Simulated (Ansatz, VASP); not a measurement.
## BP in VASP and in Ansatz

```
B P
1.0
     0.00000    2.26819    2.26819
     2.26819    0.00000    2.26819
     2.26819    2.26819    0.00000
B P
1 1
Direct
  0.00000 0.00000 0.00000
  0.75000 0.75000 0.75000
```

Alike in both runs: functional r2SCAN; k mesh 10 × 10 × 10; occupations gaussian, width 0.02 eV; no spin polarisation.

Ansatz relaxed the structure, and its values are those at the end. VASP's run is a single point on that final structure, the one shown.

|  | VASP | Ansatz |
| --- | --- | --- |
| version | VASP 6.6.1 | Ansatz 0.2.0 |
| potentials or method | VASP PAW PBE potentials, release 64 (B, P), cutoff 550 eV | scalar-relativistic, plane waves, PAW |
| valence electrons in the cell | 8 | 8 |

|  | VASP | Ansatz | Ansatz less VASP |
| --- | --- | --- | --- |
| gap on the k mesh at the Fermi level (eV) | 1.45 | 1.41 | -0.032 |
| least direct gap on the mesh (eV) | 3.64 | 3.60 | -0.044 |
| pressure (GPa) | -0.5 | 0.0 | +0.50 |

VASP's potentials were made for PBE, not for r2SCAN.
